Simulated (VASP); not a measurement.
# CdSe in VASP: notebook

Aim: see how the results for CdSe move with the level of theory and the settings. Levels: r2SCAN, PBE. Tasks: single point.

Everything below comes from runs of VASP 6.6.1. Logs are shortened: lines on timing, memory, paths and dates and some standing lists are left out, and cuts for length are marked.

## 1. The cell of the first run

It takes space group F-43m (No. 216, cubic). The conventional cell has a = 6.136 Å, b = 6.136 Å, c = 6.136 Å, α = 90.00°, β = 90.00°, γ = 90.00°. Within 3.5 Å of Cd (site symmetry -43m) lie 4 Se at 2.66 Å. Se (site symmetry -43m) has 4 Cd at 2.66 Å within 3.5 Å.

## 2. Single point, r2SCAN

Contents of POSCAR:

```
CdSe
1.0
    0.0000000000      3.0678017004      3.0678017004
    3.0678017004      0.0000000000      3.0678017004
    3.0678017004      3.0678017004      0.0000000000
Cd Se
1 1
Direct
    0.0000000000      0.0000000000      0.0000000000
    0.7500000000      0.7500000000      0.7500000000
```

Contents of INCAR.step1:

```
ALGO = Normal ; EDIFF = 1E-5
ENCUT = 550 ; GGA = PE
GGA_COMPAT = False ; ISMEAR = 0
LASPH = True ; LCHARG = False
LREAL = False ; LWAVE = True
NBANDS = 16 ; NELM = 120
PREC = Accurate ; SIGMA = 0.01
```

Contents of INCAR.step2:

```
ALGO = Normal ; EDIFF = 1E-6
ENCUT = 550 ; GGA_COMPAT = False
ISIF = 2 ; ISMEAR = 0
ISTART = 1 ; LASPH = True
LCHARG = False ; LMIXTAU = True
LREAL = False ; LWAVE = False
METAGGA = R2SCAN ; NBANDS = 16
NELM = 120 ; PREC = Accurate
SIGMA = 0.01
```

Contents of KPOINTS:

```
k-points
0
Gamma
  8 8 8
```

Potentials or basis: VASP PAW PBE potentials, release 64 (Cd, Se).

Run with:

```
$ cat potpaw_PBE.64/Cd/POTCAR potpaw_PBE.64/Se/POTCAR > POTCAR
$ cp INCAR.step1 INCAR
$ mpirun -np 1 vasp_std > vasp.out
$ cp INCAR.step2 INCAR
$ mpirun -np 1 vasp_std > vasp.out
```

OUTCAR:

```text
EDIFF = 1E-6
   ENCUT = 550
   ISIF = 2
   ISMEAR = 0
   ISTART = 1
   LASPH = True
   LREAL = False
   METAGGA = R2SCAN
   NELM = 120
   PREC = Accurate

 ion  position               nearest neighbor table
   1  0.000  0.000  0.000-   2 2.66   2 2.66   2 2.66   2 2.66
   2  0.750  0.750  0.750-   1 2.66   1 2.66   1 2.66   1 2.66

  LATTYP: Found a face centered cubic cell.
 ALAT       =     6.1356034008

  Lattice vectors:

 A1 = (   0.0000000000,   3.0678017004,   3.0678017004)
 A2 = (   3.0678017004,   0.0000000000,   3.0678017004)
 A3 = (   3.0678017004,   3.0678017004,   0.0000000000)

Analysis of symmetry for initial positions (statically):
=====================================================================
 Subroutine PRICEL returns:
 Original cell was already a primitive cell.

 Routine SETGRP: Setting up the symmetry group for a
 face centered cubic supercell.

 Subroutine GETGRP returns: Found 24 space group operations
 (whereof 24 operations were pure point group operations)
 out of a pool of 48 trial point group operations.

The static configuration has the point symmetry T_d .

Analysis of symmetry for dynamics (positions and initial velocities):
=====================================================================
 Subroutine PRICEL returns:
 Original cell was already a primitive cell.

 Routine SETGRP: Setting up the symmetry group for a
 face centered cubic supercell.

 Subroutine GETGRP returns: Found 24 space group operations
 (whereof 24 operations were pure point group operations)
 out of a pool of 48 trial point group operations.

The dynamic configuration has the point symmetry T_d .

 Subroutine INISYM returns: Found 24 space group operations
 (whereof 24 operations are pure point group operations),
 and found     1 'primitive' translations

----------------------------------------------------------------------------------------

                                     Primitive cell

  volume of cell :      57.7447

  direct lattice vectors                    reciprocal lattice vectors
     0.000000000  3.067801700  3.067801700    -0.162983155  0.162983155  0.162983155
     3.067801700  0.000000000  3.067801700     0.162983155 -0.162983155  0.162983155
     3.067801700  3.067801700  0.000000000     0.162983155  0.162983155 -0.162983155

  length of vectors
[... 81 lines left out ...]
   NELM   =    120;   NELMIN=  2; NELMDL=  0     # of ELM steps
   EDIFF  = 0.1E-05   stopping-criterion for ELM
   LREAL  =      F    real-space projection
   EDIFFG = 0.1E-04   stopping-criterion for IOM
   NSW    =      0    number of steps for IOM
   IBRION =     -1    ionic relax: 0-MD 1-quasi-New 2-CG
   NFREE  =      0    steps in history (QN), initial steepest desc. (CG)
   ISIF   =      2    stress and relaxation
   ISYM   =      2    0-nonsym 1-usesym 2-fastsym
   POTIM  = 0.5000    time-step for ionic-motion
   TEBEG  =    0.0;   TEEND  =   0.0 temperature during run
   PSTRESS=    0.0 pullay stress
   NELECT =      18.0000    total number of electrons
   NUPDOWN=      -1.0000    fix difference up-down
   EMIN   =  10.00;   EMAX   =-10.00  energy-range for DOS
   EFERMI =   0.00;   METHOD = LEGACY
   ISMEAR =     0;   SIGMA  =   0.01  broadening in eV -4-tet -1-fermi 0-gaus
   EFERMI_NEDOS =   21; number of points for ismear=-14 and -15
   IALGO  =     38    algorithm
   IMIX   =      4    mixing-type and parameters
     AMIX     =   0.40;   BMIX     =  1.00
     AMIX_MAG =   1.60;   BMIX_MAG =  1.00
  volume/ion in A,a.u.               =      28.87       194.84
  Fermi-wavevector in a.u.,A,eV,Ry     =   1.110014  2.097622 16.764155  1.232131
  Thomas-Fermi vector in A             =   2.246560
   LORBIT       =      0    0 simple, 1 ext, 2 COOP (PROOUT), +10 PAW based schemes
   METAGGA = R2SCAN    functional components
   LHFCALC =     F    Hartree Fock is set to
   AEXX    =    0.0000 exact exchange contribution
   IVDW    =     0    specifies the selected vdW correction
   LEPSILON=     F    determine dielectric tensor
   LRPA    =     F    only Hartree local field effects (RPA)
 non-spin polarized calculation
 Gauss-broadening in eV      SIGMA  =   0.01
  energy-cutoff  :      550.00
  volume of cell :       57.74
 maximum number of plane-waves:      1719
 NGX is ok and might be reduce to    36
   NGX = 17   NGY = 17   NGZ = 17

 number of electron      17.9999997 magnetization

 Free energy of the ion-electron system (eV)
  ---------------------------------------------------
  ext. energy  EPLUGINS =         0.00000000
  ---------------------------------------------------
  free energy    TOTEN  =       -35.91593442 eV

  energy without entropy =      -35.91593442  energy(sigma->0) =      -35.91593442

 E-fermi :   0.5460     XC(G=0):  -9.3029

 val. band max:        0.4379539930   @ k =   0.0000   0.0000   0.0000
 cond. band min:       1.4652687059   @ k =   0.0000   0.0000   0.0000
 fundamental gap:      1.0273147129
 Fermi energy:         0.5460367714

 k-point     1 :       0.0000    0.0000    0.0000
  band No.  band energies     occupation
      1     -12.4333      2.00000
      2      -7.6446      2.00000
      3      -7.6446      2.00000
      4      -7.6446      2.00000
      5      -7.2720      2.00000
      6      -7.2720      2.00000
[... 433 lines left out ...]
      3      -7.4920      2.00000
      4      -7.2896      2.00000
      5      -7.2562      2.00000
      6      -6.9040      2.00000
[... 8 lines left out ...]
     15      12.6201      0.00000
     16      13.6224      0.00000

 [... further k-points ...]

------------------------ aborting loop because EDIFF is reached ----------------------------------------

  FORCE on cell =-STRESS in cart. coord.  units (eV):
  Direction    XX          YY          ZZ          XY          YZ          ZX
  --------------------------------------------------------------------------------------
  -------------------------------------------------------------------------------------
  Total        0.0597865      0.0597865      0.0597865      0.0000000      0.0000000      0.0000000
  in kB        1.6588288      1.6588288      1.6588288      0.0000000      0.0000000      0.0000000
  external PRESSURE =       1.6588288 kB  Pullay stress =       0.0000000 kB

 VOLUME and BASIS-vectors are now :
 -----------------------------------------------------------------------------
  energy-cutoff  :      550.00
  volume of cell :       57.74
      direct lattice vectors                 reciprocal lattice vectors
     0.000000000  3.067801700  3.067801700    -0.162983155  0.162983155  0.162983155
     3.067801700  0.000000000  3.067801700     0.162983155 -0.162983155  0.162983155
     3.067801700  3.067801700  0.000000000     0.162983155  0.162983155 -0.162983155

 POSITION                                       TOTAL-FORCE (eV/Angst)
 -----------------------------------------------------------------------------------
      0.00000      0.00000      0.00000        -0.000000     -0.000000     -0.000000
      4.60170      4.60170      4.60170         0.000000      0.000000      0.000000
 -----------------------------------------------------------------------------------
    total drift:                               -0.000000     -0.000000     -0.000000

  FREE ENERGIE OF THE ION-ELECTRON SYSTEM (eV)
  ---------------------------------------------------
  free  energy   TOTEN  =       -35.9159344176 eV

  energy  without entropy=      -35.9159344176  energy(sigma->0) =      -35.91593442
```

OUTCAR.step1:

```text
EDIFF = 1E-5
   ENCUT = 550
   GGA = PE
   ISMEAR = 0
   LASPH = True
[... 677 lines left out ...]
 -----------------------------------------------------------------------------------
      0.00000      0.00000      0.00000        -0.000000     -0.000000     -0.000000
      4.60170      4.60170      4.60170         0.000000      0.000000      0.000000
 -----------------------------------------------------------------------------------
    total drift:                               -0.000000     -0.000000     -0.000000

  FREE ENERGIE OF THE ION-ELECTRON SYSTEM (eV)
  ---------------------------------------------------
  free  energy   TOTEN  =        -5.4888688901 eV

  energy  without entropy=       -5.4888688901  energy(sigma->0) =       -5.48886889
```

Run time: 70 s. Hardware: 1 thread of AMD EPYC 9R45 (Zen 5), shared host; peak memory 0.2 GiB.

What came out:

```yaml
Free_energy: -35.9159 eV
Pressure: 0.2 GPa
Band_gap_on_the_k_mesh: 1.03 eV
```

Caveat: the PAW data sets were made with another functional, which shifts forces and pressure a little.

## 3. Single point, PBE (uniaxial x strain +3.3%)

Contents of INCAR:

```
SYSTEM = CdSe
ALGO = Normal
EDIFF = 1E-6
ENCUT = 500
GGA = PE
GGA_COMPAT = .FALSE.
ISIF = 2
ISMEAR = -1
LASPH = .TRUE.
LCHARG = .TRUE.
LELF = .TRUE.
LREAL = .FALSE.
LVHAR = .TRUE.
LWAVE = .FALSE.
NBANDS = 16
NELM = 120
PREC = Accurate
SIGMA = 0.02
```

Contents of KPOINTS:

```
k-points
0
G
  8 8 8
  0 0 0
```

Contents of POSCAR:

```
CdSe
1.0
    0.0000000000      3.0678017004      3.0678017004
    3.1696527169      0.0000000000      3.0678017004
    3.1696527169      3.0678017004      0.0000000000
Cd Se
1 1
Direct
    0.0000000000      0.0000000000      0.0000000000
    0.7500000000      0.7500000000      0.7500000000
```

Potentials or basis: VASP PAW PBE potentials, release 64 (Cd, Se).

Run with:

```
$ cat potpaw_PBE.64/Cd/POTCAR potpaw_PBE.64/Se/POTCAR > POTCAR
$ mpirun -np 1 vasp_std > vasp.out
```

Wall time 18 s (1 thread of AMD EPYC 9R45 (Zen 5), shared host); peak memory 0.18 GiB.

The run converged. Its results:

* Free energy: -5.4971 eV
* Pressure: 0.1 GPa
* Band gap on the k mesh: 0.45 eV

Stress tensor (GPa, compression positive):
```
-0.33  0.00  0.00
 0.00  0.27  0.00
 0.00  0.00  0.27
```

Levels at points of the mesh, in eV from the valence-band top:
| k point | band 5 | band 6 | band 7 | band 8 | band 9 | band 10 | band 11 | band 12 | band 13 | band 14 |
| --- | --- | --- | --- | --- | --- | --- | --- | --- | --- | --- |
| (0.00, 0.00, 0.00) | -7.48 | -7.47 | -0.10 | 0.00 | 0.00 | 0.45 | 5.90 | 5.90 | 5.91 | 9.51 |
| (0.50, 0.00, 0.00) | -7.45 | -7.22 | -4.09 | -0.77 | -0.63 | 2.27 | 6.29 | 6.50 | 7.21 | 9.84 |
| (0.50, 0.50, 0.00) | -7.42 | -7.15 | -3.79 | -1.75 | -1.71 | 3.18 | 3.57 | 8.90 | 9.63 | 9.97 |
| (0.00, 0.50, 0.50) | -7.43 | -7.19 | -3.96 | -1.61 | -1.61 | 3.28 | 3.83 | 8.63 | 9.86 | 9.86 |

Caveat: the cell differs from its parent crystal (uniaxial x strain +3.3%); semilocal functionals underestimate gaps, and a narrow one can read as zero.

## 4. Single point, PBE (uniaxial z strain +4.4%)

Contents of INCAR:

```
PREC = Accurate ; ENCUT = 500
EDIFF = 1E-6 ; ISMEAR = -1
SIGMA = 0.02 ; LREAL = False
LASPH = True ; NELM = 120
ALGO = Normal ; ISIF = 2
LWAVE = False ; LCHARG = False
GGA = PE ; NBANDS = 16
GGA_COMPAT = False
```

Contents of KPOINTS:

```
regular mesh
0
Gamma
  8 8 8
```

Contents of POSCAR:

```
CdSe
1.0
    0.0000000000      3.0678017004      3.2015578546
    3.0678017004      0.0000000000      3.2015578546
    3.0678017004      3.0678017004      0.0000000000
Cd Se
1 1
Direct
    0.0000000000      0.0000000000      0.0000000000
    0.7500000000      0.7500000000      0.7500000000
```

Potentials or basis: VASP PAW PBE potentials, release 64 (Cd, Se).

Run with:

```
$ cat potpaw_PBE.64/Cd/POTCAR potpaw_PBE.64/Se/POTCAR > POTCAR
$ mpirun -np 1 vasp_std > vasp.out
```

OUTCAR:

```text
PREC = Accurate
   ENCUT = 500
   EDIFF = 1E-6
   ISMEAR = -1
   LREAL = False
   LASPH = True
   NELM = 120
   ISIF = 2
   GGA = PE

 ion  position               nearest neighbor table
   1  0.000  0.000  0.000-   2 2.70   2 2.70   2 2.70   2 2.70
   2  0.750  0.750  0.750-   1 2.70   1 2.70   1 2.70   1 2.70

  LATTYP: Found a body centered tetragonal cell.
 ALAT       =     4.3385267714
 C/A-ratio  =     1.4758732737

  Lattice vectors:

 A1 = (  -3.0678017004,   0.0000000000,   3.2015578546)
[... 624 lines left out ...]
      3      -7.2181      2.00000
      4      -7.0438      2.00000
      5      -6.9841      2.00000
      6      -6.9165      2.00000
[... 8 lines left out ...]
     15      11.3160      0.00000
     16      11.8795      0.00000

 [... further k-points ...]
[... 5 lines left out ...]
  --------------------------------------------------------------------------------------
  -------------------------------------------------------------------------------------
  Total       -0.0409118     -0.0409118     -0.3521294      0.0000000      0.0000000      0.0000000
  in kB       -1.0877093     -1.0877093     -9.3619631      0.0000000      0.0000000      0.0000000
  external PRESSURE =      -3.8457939 kB  Pullay stress =       0.0000000 kB

 VOLUME and BASIS-vectors are now :
 -----------------------------------------------------------------------------
  energy-cutoff  :      500.00
  volume of cell :       60.26
      direct lattice vectors                 reciprocal lattice vectors
     0.000000000  3.067801700  3.201557855    -0.162983155  0.162983155  0.156173970
     3.067801700  0.000000000  3.201557855     0.162983155 -0.162983155  0.156173970
     3.067801700  3.067801700  0.000000000     0.162983155  0.162983155 -0.156173970

 POSITION                                       TOTAL-FORCE (eV/Angst)
 -----------------------------------------------------------------------------------
      0.00000      0.00000      0.00000         0.000000      0.000000      0.000000
      4.60170      4.60170      4.80234        -0.000000     -0.000000     -0.000000
 -----------------------------------------------------------------------------------
    total drift:                               -0.000000     -0.000000      0.000000

  FREE ENERGIE OF THE ION-ELECTRON SYSTEM (eV)
  ---------------------------------------------------
  free  energy   TOTEN  =        -5.4947275903 eV

  energy  without entropy=       -5.4947275112  energy(sigma->0) =       -5.49472755
```

OSZICAR:

```text
N       E                     dE             d eps       ncg     rms          rms(c)
DAV:   1     0.105645735173E+03    0.10565E+03   -0.85359E+03  1888   0.969E+02
DAV:   2    -0.176501562953E+01   -0.10741E+03   -0.10134E+03  2296   0.244E+02
DAV:   3    -0.586511303023E+01   -0.41001E+01   -0.40938E+01  2192   0.495E+01
DAV:   4    -0.588341639979E+01   -0.18303E-01   -0.18303E-01  2528   0.331E+00
DAV:   5    -0.588353587857E+01   -0.11948E-03   -0.11948E-03  2232   0.233E-01    0.537E+00
DAV:   6    -0.551397985157E+01    0.36956E+00   -0.56785E-01  2808   0.846E+00    0.436E+00
DAV:   7    -0.549349584125E+01    0.20484E-01   -0.13370E-01  2232   0.241E+00    0.194E+00
DAV:   8    -0.549437260110E+01   -0.87676E-03   -0.11917E-02  2208   0.128E+00    0.237E-01
DAV:   9    -0.549460461521E+01   -0.23201E-03   -0.13252E-03  2272   0.436E-01    0.502E-02
DAV:  10    -0.549467555625E+01   -0.70941E-04   -0.14514E-04  2464   0.144E-01    0.452E-02
DAV:  11    -0.549472775638E+01   -0.52200E-04   -0.84234E-05  2320   0.568E-02    0.180E-02
DAV:  12    -0.549472759035E+01    0.16603E-06   -0.12289E-06  2040   0.111E-02
   1 F= -.54947276E+01 E0= -.54947276E+01  d E =-.791892E-07
```

Run time: 17 s. Hardware: 1 thread of AMD EPYC 9R45 (Zen 5), shared host; peak memory 0.18 GiB.

What came out:

| Quantity | Value |
| --- | --- |
| Free energy | -5.4947 eV |
| Pressure | -0.4 GPa |
| Band gap on the k mesh | 0.42 eV |

Levels at points of the mesh, in eV from the valence-band top:
```csv
k point,band 5,band 6,band 7,band 8,band 9,band 10,band 11,band 12,band 13,band 14
"(0.00, 0.00, 0.00)",-7.47,-7.46,-0.14,0.00,0.00,0.42,5.89,5.89,5.90,9.45
"(0.50, 0.00, 0.00)",-7.44,-7.22,-4.04,-0.79,-0.61,2.24,6.25,6.52,7.17,9.80
"(0.50, 0.50, 0.00)",-7.42,-7.20,-3.96,-1.56,-1.56,3.30,3.85,8.52,9.79,9.79
"(0.50, 0.00, 0.50)",-7.42,-7.15,-3.74,-1.75,-1.70,3.18,3.52,8.87,9.50,9.93
```

Caveat: the cell differs from its parent crystal (uniaxial z strain +4.4%); semilocal functionals underestimate gaps, and a narrow one can read as zero.

## 5. Single point, r2SCAN (uniaxial x strain +3.3%)

Contents of POSCAR:

```
CdSe
1.0
    0.0000000000      3.0678017004      3.0678017004
    3.1696527169      0.0000000000      3.0678017004
    3.1696527169      3.0678017004      0.0000000000
Cd Se
1 1
Direct
    0.0000000000      0.0000000000      0.0000000000
    0.7500000000      0.7500000000      0.7500000000
```

Contents of INCAR.step1:

```
PREC = Accurate
ENCUT = 550
ISMEAR = 0
SIGMA = 0.01
LREAL = False
LASPH = True
NELM = 120
NBANDS = 16
GGA = PE
ALGO = Normal
EDIFF = 1E-5
LWAVE = True
LCHARG = False
GGA_COMPAT = False
```

Contents of INCAR.step2:

```
PREC = Accurate
ENCUT = 550
EDIFF = 1E-6
ISMEAR = 0
SIGMA = 0.01
LREAL = False
LASPH = True
NELM = 120
ALGO = Normal
ISIF = 2
LWAVE = False
LCHARG = False
METAGGA = R2SCAN
LMIXTAU = True
NBANDS = 16
ISTART = 1
GGA_COMPAT = False
```

Contents of KPOINTS:

```
Automatic mesh
0
Gamma
  8 8 8
```

Run with:

```
$ cat potpaw_PBE.64/Cd/POTCAR potpaw_PBE.64/Se/POTCAR > POTCAR
$ cp INCAR.step1 INCAR
$ mpirun -np 1 vasp_std > vasp.out
$ cp INCAR.step2 INCAR
$ mpirun -np 1 vasp_std > vasp.out
```

Run time: 2.4 min. Hardware: 1 thread of AMD EPYC 9R45 (Zen 5), shared host; peak memory 0.22 GiB.

The run converged. Its results:

```yaml
Free_energy: -35.9059 eV
Pressure: -1.4 GPa
Band_gap_on_the_k_mesh: 0.92 eV
```

Stress tensor (GPa, compression positive):
```
-1.88  0.00  0.00
 0.00 -1.23  0.00
 0.00  0.00 -1.23
```

Levels at points of the mesh, in eV from the valence-band top:
| k point | band 7 | band 8 | band 9 | band 10 | band 11 | band 12 |
| --- | --- | --- | --- | --- | --- | --- |
| (0.00, 0.00, 0.00) | -0.11 | 0.00 | 0.00 | 0.92 | 6.43 | 6.43 |
| (0.50, 0.00, 0.00) | -4.11 | -0.78 | -0.64 | 2.73 | 6.77 | 6.99 |
| (0.50, 0.50, 0.00) | -3.79 | -1.78 | -1.74 | 3.49 | 3.96 | 9.45 |
| (0.00, 0.50, 0.50) | -3.97 | -1.63 | -1.63 | 3.59 | 4.23 | 9.16 |

Caveat: the cell differs from its parent crystal (uniaxial x strain +3.3%); the PAW data sets were made with another functional, which shifts forces and pressure a little.

## 6. The runs side by side

```tsv
level	cell	cutoff (eV)	smearing	gap on the mesh (eV)	pressure (GPa)
r2SCAN	a = 4.339 Å, angles 60.0°, 2 atoms	550	gaussian 0.01 eV	1.03	0.2
PBE	a = 4.339, b = 4.411, c = 4.411 Å, angles 58.9, 60.5, 60.5°, 2 atoms	500	fermi-dirac 0.02 eV	0.45	0.1
PBE	a = 4.434, b = 4.434, c = 4.339 Å, angles 60.7, 60.7, 58.6°, 2 atoms	500	fermi-dirac 0.02 eV	0.42	-0.4
r2SCAN	a = 4.339, b = 4.411, c = 4.411 Å, angles 58.9, 60.5, 60.5°, 2 atoms	550	gaussian 0.01 eV	0.92	-1.4
```

Alike in all rows: task single point; potentials or basis VASP PAW PBE potentials, release 64 (Cd, Se); no spin polarisation; k mesh 8 × 8 × 8.

Caveats: the PAW data sets were made with another functional, which shifts forces and pressure a little (at least some runs); semilocal functionals underestimate gaps, and a narrow one can read as zero (at least some runs).

Absolute energies hang on the potentials; compare differences alone.
